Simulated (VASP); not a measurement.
Wanted: the native input for a VASP 6.6.1 run.

```yaml
Task: single point
Functional: r2SCAN
Potentials_or_basis: VASP PAW PBE potentials, release 64 (Hg, Te)
Cutoff: 520 eV
k_mesh: 1 × 1 × 13
Occupations: gaussian, width 0.05 eV
Spin: collinear spin
Starting_moments: "[0.5, 0.5, 0.5, 0.5] μB"
Dipole_correction: no
Further_INCAR_settings: ALGO = Normal; EDIFF = 1e-06; NBANDS = 30
```

The system is HgTe, a wire with vacuum.

```
CELL_PARAMETERS angstrom
11.70000 0.00000 0.00000
0.00000 9.30000 0.00000
0.00000 0.00000 5.12159
ATOMIC_POSITIONS crystal
Hg 0.38509 0.50000 0.00000
Hg 0.61491 0.50000 0.50000
Te 0.38509 0.50000 0.50000
Te 0.61491 0.50000 0.00000
```

One way to write it, as run:

POSCAR

```
HgTe
1.0
   11.7000000000      0.0000000000      0.0000000000
    0.0000000000      9.3000000000      0.0000000000
    0.0000000000      0.0000000000      5.1215901970
Hg Te
2 2
Direct
    0.3850925276      0.5000000000      0.0000000000
    0.6149074724      0.5000000000      0.5000000000
    0.3850925276      0.5000000000      0.5000000000
    0.6149074724      0.5000000000      0.0000000000
```

INCAR.step1

```
PREC     = Accurate       # precision mode
ENCUT    = 520            # plane-wave cutoff, eV
ISMEAR   = 0              # smearing method
SIGMA    = 0.05           # smearing width, eV
LREAL    = F              # projectors in reciprocal space
LASPH    = T              # aspherical terms in the spheres
NELM     = 150            # most SCF steps
ISPIN    = 2              # spin polarisation
MAGMOM   = 0.5 0.5 0.5 0.5 # initial moments
NBANDS   = 30             # bands
GGA      = PE             # functional
ALGO     = Normal         # electronic algorithm
EDIFF    = 1E-4           # SCF threshold, eV
LWAVE    = T              # write WAVECAR
LCHARG   = F              # write CHGCAR
```

INCAR.step2

```
PREC     = Accurate       # precision mode
ENCUT    = 520            # plane-wave cutoff, eV
EDIFF    = 1E-6           # SCF threshold, eV
ISMEAR   = 0              # smearing method
SIGMA    = 0.05           # smearing width, eV
LREAL    = F              # projectors in reciprocal space
LASPH    = T              # aspherical terms in the spheres
NELM     = 150            # most SCF steps
ALGO     = Normal         # electronic algorithm
ISIF     = 2              # what is computed and relaxed
LWAVE    = F              # write WAVECAR
LCHARG   = T              # write CHGCAR
ISPIN    = 2              # spin polarisation
MAGMOM   = 0.5 0.5 0.5 0.5 # initial moments
LORBIT   = 11             # projections on sites
METAGGA  = R2SCAN         # meta-GGA
LMIXTAU  = T            
LELF     = T              # ELF
LVHAR    = T            
NBANDS   = 30             # bands
ISTART   = 1
```

KPOINTS

```
Automatic mesh
0
Gamma
  1 1 13
```

Potentials or basis: VASP PAW PBE potentials, release 64 (Hg, Te).

Run with:

```bash
$ cat potpaw_PBE.64/Hg/POTCAR potpaw_PBE.64/Te/POTCAR > POTCAR
$ cp INCAR.step1 INCAR
$ mpirun -np 1 vasp_std > vasp.out
$ cp INCAR.step2 INCAR
$ mpirun -np 1 vasp_std > vasp.out
```

Results of the run:

```
Largest force                                         : 1.656 eV/Å
Band gap on the k mesh                                : zero (filled and empty bands overlap)
Net moment                                            : 0.00 μB per cell
Valence electrons inside the program's atomic spheres : Hg 10.63; Te 3.50
```

Caveat: the PAW data sets were made with another functional, which shifts forces and pressure a little; spin-orbit coupling is left out, which moves the levels of the heavy elements.

It took 22 min on 1 thread of Intel(R) Xeon(R) Platinum 8259CL CPU @ 2.50GHz (Skylake/Cascade Lake), on a shared host, peak memory 0.96 GiB.
